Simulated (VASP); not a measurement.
# BN (Fm-3m) in VASP: notebook

BN is run at these levels: PBE; tasks: single point.

Everything below comes from runs of VASP 6.6.1. Logs are shortened: lines on timing, memory, paths and dates and some standing lists are left out, and cuts for length are marked.

### 1 The cell of the first run

Symmetry: Fm-3m, No. 225, cubic system. The conventional cell has a = 3.503 Å, b = 3.503 Å, c = 3.503 Å, α = 90.00°, β = 90.00°, γ = 90.00°. Within 2.3 Å of B (site symmetry m-3m) lie 6 N at 1.75 Å. N (site symmetry m-3m) has 6 B at 1.75 Å within 2.3 Å.

### 2 Single point, PBE

Input file INCAR:

```
PREC = Accurate ; ENCUT = 520
EDIFF = 1E-6 ; ISMEAR = 0
SIGMA = 0.01 ; LREAL = False
LASPH = True ; NELM = 80
ALGO = Normal ; ISIF = 2
LWAVE = False ; LCHARG = False
GGA = PE ; NBANDS = 11
```

Input file KPOINTS:

```
regular mesh
0
Gamma
  10 10 10
```

Input file POSCAR:

```
BN
1.0
    0.0000000000      1.7517434717      1.7517434717
    1.7517434717      0.0000000000      1.7517434717
    1.7517434717      1.7517434717      0.0000000000
B N
1 1
Direct
    0.0000000000      0.0000000000      0.0000000000
    0.5000000000      0.5000000000      0.5000000000
```

Potentials or basis: VASP PAW PBE potentials, release 64 (B, N).

Started as:

```bash
cat potpaw_PBE.64/B/POTCAR potpaw_PBE.64/N/POTCAR > POTCAR
mpirun -np 1 vasp_std > vasp.out
```

OUTCAR:

```text
PREC = Accurate
   ENCUT = 520
   EDIFF = 1E-6
   ISMEAR = 0
   LREAL = False
   LASPH = True
   NELM = 80
   ISIF = 2
   GGA = PE

 ion  position               nearest neighbor table
   1  0.000  0.000  0.000-   2 1.75   2 1.75   2 1.75   2 1.75   2 1.75   2 1.75
   2  0.500  0.500  0.500-   1 1.75   1 1.75   1 1.75   1 1.75   1 1.75   1 1.75

  LATTYP: Found a face centered cubic cell.
 ALAT       =     3.5034869434

  Lattice vectors:

 A1 = (   0.0000000000,   1.7517434717,   1.7517434717)
 A2 = (   1.7517434717,   0.0000000000,   1.7517434717)
 A3 = (   1.7517434717,   1.7517434717,   0.0000000000)

Analysis of symmetry for initial positions (statically):
=====================================================================
 Subroutine PRICEL returns:
 Original cell was already a primitive cell.

 Routine SETGRP: Setting up the symmetry group for a
 face centered cubic supercell.

 Subroutine GETGRP returns: Found 48 space group operations
 (whereof 48 operations were pure point group operations)
 out of a pool of 48 trial point group operations.

The static configuration has the point symmetry O_h .

Analysis of symmetry for dynamics (positions and initial velocities):
=====================================================================
 Subroutine PRICEL returns:
 Original cell was already a primitive cell.

 Routine SETGRP: Setting up the symmetry group for a
 face centered cubic supercell.

 Subroutine GETGRP returns: Found 48 space group operations
 (whereof 48 operations were pure point group operations)
 out of a pool of 48 trial point group operations.

The dynamic configuration has the point symmetry O_h .

 Subroutine INISYM returns: Found 48 space group operations
 (whereof 48 operations are pure point group operations),
 and found     1 'primitive' translations

----------------------------------------------------------------------------------------

                                     Primitive cell

  volume of cell :      10.7508

  direct lattice vectors                    reciprocal lattice vectors
     0.000000000  1.751743472  1.751743472    -0.285429921  0.285429921  0.285429921
     1.751743472  0.000000000  1.751743472     0.285429921 -0.285429921  0.285429921
     1.751743472  1.751743472  0.000000000     0.285429921  0.285429921 -0.285429921

  length of vectors
     2.477339375  2.477339375  2.477339375     0.494379124  0.494379124  0.494379124

  position of ions in fractional coordinates (direct lattice)
     0.000000000  0.000000000  0.000000000
     0.500000000  0.500000000  0.500000000

  ion indices of the primitive-cell ions
   primitive index   ion index
                 1           1
                 2           2

----------------------------------------------------------------------------------------

 KPOINTS: regular mesh

Automatic generation of k-mesh.
 Grid dimensions read from file:
 generate k-points for:   10   10   10

 Generating k-lattice:

  Cartesian coordinates                     Fractional coordinates (reciprocal lattice)
    -0.028542992  0.028542992  0.028542992     0.100000000  0.000000000  0.000000000
     0.028542992 -0.028542992  0.028542992     0.000000000  0.100000000  0.000000000
     0.028542992  0.028542992 -0.028542992     0.000000000  0.000000000  0.100000000

  Length of vectors
     0.049437912  0.049437912  0.049437912

  Shift w.r.t. Gamma in fractional coordinates (k-lattice)
     0.000000000  0.000000000  0.000000000

 Subroutine IBZKPT returns following result:
 ===========================================

 Found     47 irreducible k-points:

 Following reciprocal coordinates:
            Coordinates               Weight
  0.000000  0.000000  0.000000      1.000000
  0.100000  0.000000  0.000000      8.000000
  0.200000  0.000000  0.000000      8.000000
  0.300000  0.000000  0.000000      8.000000
  0.400000  0.000000  0.000000      8.000000
  0.500000  0.000000  0.000000      4.000000
[... 16 lines left out ...]
  0.300000  0.300000  0.000000      6.000000
  0.400000  0.300000  0.000000     24.000000
 [... further k-points ...]
   k-points           NKPTS =     47   k-points in BZ     NKDIM =     47   number of bands    NBANDS=     11
   number of dos      NEDOS =    301   number of ions     NIONS =      2
   total plane-waves  NPLWV =   5832
   dimension x,y,z NGX =    18 NGY =   18 NGZ =   18
   dimension x,y,z NGXF=    36 NGYF=   36 NGZF=   36
   ions per type =               1   1
   NGX,Y,Z   is equivalent  to a cutoff of  12.08, 12.08, 12.08 a.u.
   NGXF,Y,Z  is equivalent  to a cutoff of  24.16, 24.16, 24.16 a.u.
 SYSTEM =  unknown system
   PREC   = accura    normal or accurate (medium, high low for compatibility)
   ISTART =      0    job   : 0-new  1-cont  2-samecut
   ICHARG =      2    charge: 1-file 2-atom 10-const
   ISPIN  =      1    spin polarized calculation?
   LNONCOLLINEAR =      F non collinear calculations
   LSORBIT =      F    spin-orbit coupling
   LASPH  =      T    aspherical Exc in radial PAW
   ENCUT  =  520.0 eV  38.22 Ry    6.18 a.u.   4.61  4.61  4.61*2*pi/ulx,y,z
   NELM   =     80;   NELMIN=  2; NELMDL= -5     # of ELM steps
   EDIFF  = 0.1E-05   stopping-criterion for ELM
   LREAL  =      F    real-space projection
   EDIFFG = 0.1E-04   stopping-criterion for IOM
   NSW    =      0    number of steps for IOM
   IBRION =     -1    ionic relax: 0-MD 1-quasi-New 2-CG
   NFREE  =      0    steps in history (QN), initial steepest desc. (CG)
   ISIF   =      2    stress and relaxation
   ISYM   =      2    0-nonsym 1-usesym 2-fastsym
   POTIM  = 0.5000    time-step for ionic-motion
   TEBEG  =    0.0;   TEEND  =   0.0 temperature during run
   PSTRESS=    0.0 pullay stress
   NELECT =       8.0000    total number of electrons
   NUPDOWN=      -1.0000    fix difference up-down
   EMIN   =  10.00;   EMAX   =-10.00  energy-range for DOS
   EFERMI =   0.00;   METHOD = LEGACY
   ISMEAR =     0;   SIGMA  =   0.01  broadening in eV -4-tet -1-fermi 0-gaus
   EFERMI_NEDOS =   21; number of points for ismear=-14 and -15
   IALGO  =     38    algorithm
   IMIX   =      4    mixing-type and parameters
     AMIX     =   0.40;   BMIX     =  1.00
     AMIX_MAG =   1.60;   BMIX_MAG =  1.00
  volume/ion in A,a.u.               =       5.38        36.28
  Fermi-wavevector in a.u.,A,eV,Ry     =   1.483512  2.803431 29.943798  2.200807
  Thomas-Fermi vector in A             =   2.597164
   LORBIT       =      0    0 simple, 1 ext, 2 COOP (PROOUT), +10 PAW based schemes
   GGA     = PE    functional components
   LHFCALC =     F    Hartree Fock is set to
   AEXX    =    0.0000 exact exchange contribution
   IVDW    =     0    specifies the selected vdW correction
   LEPSILON=     F    determine dielectric tensor
   LRPA    =     F    only Hartree local field effects (RPA)
 non-spin polarized calculation
 Gauss-broadening in eV      SIGMA  =   0.01
  energy-cutoff  :      520.00
  volume of cell :       10.75
 maximum number of plane-waves:       302
   NGX =  9   NGY =  9   NGZ =  9

 number of electron       7.9999998 magnetization

 Free energy of the ion-electron system (eV)
  ---------------------------------------------------
  ext. energy  EPLUGINS =         0.00000000
  ---------------------------------------------------
  free energy    TOTEN  =       -13.94547080 eV

  energy without entropy =      -13.94547080  energy(sigma->0) =      -13.94547080

 E-fermi :  10.3294     XC(G=0): -13.7097

 val. band max:       10.1688259771   @ k =  -0.2000   0.1000   0.0000
 cond. band min:      11.4323760572   @ k =   0.5000   0.5000   0.0000
 fundamental gap:      1.2635500800
 Fermi energy:        10.3294238452

 k-point     1 :       0.0000    0.0000    0.0000
  band No.  band energies     occupation
      1     -12.1102      2.00000
      2       9.3858      2.00000
      3       9.3858      2.00000
      4       9.3858      2.00000
      5      19.2717      0.00000
      6      22.2476      0.00000
      7      22.2476      0.00000
      8      22.2476      0.00000
      9      28.7923      0.00000
     10      28.7923      0.00000
     11      28.7923      0.00000

 k-point     2 :       0.1000    0.0000    0.0000
  band No.  band energies     occupation
      1     -11.8311      2.00000
      2       8.2076      2.00000
      3       9.3658      2.00000
      4       9.3658      2.00000
      5      19.5632      0.00000
      6      21.3300      0.00000
      7      21.3300      0.00000
      8      22.0820      0.00000
      9      28.0359      0.00000
     10      29.4936      0.00000
     11      29.4936      0.00000

 k-point     3 :       0.2000    0.0000    0.0000
  band No.  band energies     occupation
      1     -11.0041      2.00000
      2       5.4595      2.00000
      3       9.3485      2.00000
      4       9.3485      2.00000
      5      19.2595      0.00000
      6      19.3806      0.00000
      7      19.3806      0.00000
      8      22.4403      0.00000
      9      28.0210      0.00000
     10      31.4587      0.00000
     11      31.4587      0.00000

 k-point     4 :       0.3000    0.0000    0.0000
  band No.  band energies     occupation
      1      -9.6756      2.00000
      2       2.2378      2.00000
      3       9.4090      2.00000
      4       9.4090      2.00000
      5      17.4159      0.00000
      6      17.4159      0.00000
      7      18.3480      0.00000
      8      23.1992      0.00000
      9      29.3460      0.00000
     10      34.4933      0.00000
     11      34.4933      0.00000

 k-point     5 :       0.4000    0.0000    0.0000
  band No.  band energies     occupation
      1      -8.0224      2.00000
      2      -0.7143      2.00000
      3       9.5471      2.00000
      4       9.5471      2.00000
      5      15.9826      0.00000
      6      15.9826      0.00000
      7      17.6669      0.00000
      8      23.6671      0.00000
      9      31.4477      0.00000
     10      38.3774      0.00000
     11      38.3774      0.00000
[... 211 lines left out ...]
 k-point    21 :      -0.3000    0.2000    0.0000
  band No.  band energies     occupation
      1      -7.6562      2.00000
      2       1.0359      2.00000
      3       4.3151      2.00000
      4       9.1408      2.00000
      5      16.0171      0.00000
      6      16.7475      0.00000
      7      21.6273      0.00000
      8      23.8550      0.00000
      9      30.5516      0.00000
     10      35.2704      0.00000
     11      36.5700      0.00000

 k-point    22 :      -0.2000    0.2000    0.0000
  band No.  band energies     occupation
      1      -9.2159      2.00000
      2       3.5727      2.00000
      3       4.8792      2.00000
      4      10.1198      2.00000
      5      16.3713      0.00000
      6      17.2471      0.00000
      7      22.0504      0.00000
      8      22.6322      0.00000
      9      28.7140      0.00000
     10      32.6866      0.00000
     11      38.8011      0.00000

 k-point    23 :       0.3000    0.3000    0.0000
  band No.  band energies     occupation
      1      -8.7928      2.00000
      2       4.7338      2.00000
      3       5.9849      2.00000
      4       5.9849      2.00000
      5      12.9469      0.00000
      6      21.0012      0.00000
      7      23.5253      0.00000
      8      23.5253      0.00000
      9      23.6911      0.00000
     10      41.1476      0.00000
     11      41.1489      0.00000

 k-point    24 :       0.4000    0.3000    0.0000
  band No.  band energies     occupation
      1      -7.4795      2.00000
      2       2.5727      2.00000
      3       5.0206      2.00000
      4       5.6271      2.00000
      5      12.6910      0.00000
      6      20.9087      0.00000
      7      23.2462      0.00000
      8      23.6975      0.00000
      9      24.9403      0.00000
     10      42.0622      0.00000
     11      43.1775      0.00000

 [... further k-points ...]

------------------------ aborting loop because EDIFF is reached ----------------------------------------

  FORCE on cell =-STRESS in cart. coord.  units (eV):
  Direction    XX          YY          ZZ          XY          YZ          ZX
  --------------------------------------------------------------------------------------
  -------------------------------------------------------------------------------------
  Total       -0.0067571     -0.0067571     -0.0067571      0.0000000     -0.0000000      0.0000000
  in kB       -1.0069938     -1.0069938     -1.0069938      0.0000000     -0.0000000      0.0000000
  external PRESSURE =      -1.0069938 kB  Pullay stress =       0.0000000 kB

 VOLUME and BASIS-vectors are now :
 -----------------------------------------------------------------------------
  energy-cutoff  :      520.00
  volume of cell :       10.75
      direct lattice vectors                 reciprocal lattice vectors
     0.000000000  1.751743472  1.751743472    -0.285429921  0.285429921  0.285429921
     1.751743472  0.000000000  1.751743472     0.285429921 -0.285429921  0.285429921
     1.751743472  1.751743472  0.000000000     0.285429921  0.285429921 -0.285429921

 POSITION                                       TOTAL-FORCE (eV/Angst)
 -----------------------------------------------------------------------------------
      0.00000      0.00000      0.00000        -0.000000     -0.000000     -0.000000
      1.75174      1.75174      1.75174         0.000000      0.000000      0.000000
 -----------------------------------------------------------------------------------
    total drift:                               -0.000000     -0.000000     -0.000000

  FREE ENERGIE OF THE ION-ELECTRON SYSTEM (eV)
  ---------------------------------------------------
  free  energy   TOTEN  =       -13.9454708029 eV

  energy  without entropy=      -13.9454708029  energy(sigma->0) =      -13.94547080
```

Wall time 5.3 s (1 thread of Intel Xeon Platinum 8488C (Sapphire Rapids), shared host); peak memory 0.11 GiB.

What came out:

- Free energy: -13.9455 eV
- Pressure: -0.1 GPa
- Band gap on the k mesh: 1.26 eV, indirect (least direct gap 5.82 eV)

[end of part 1 of 3]
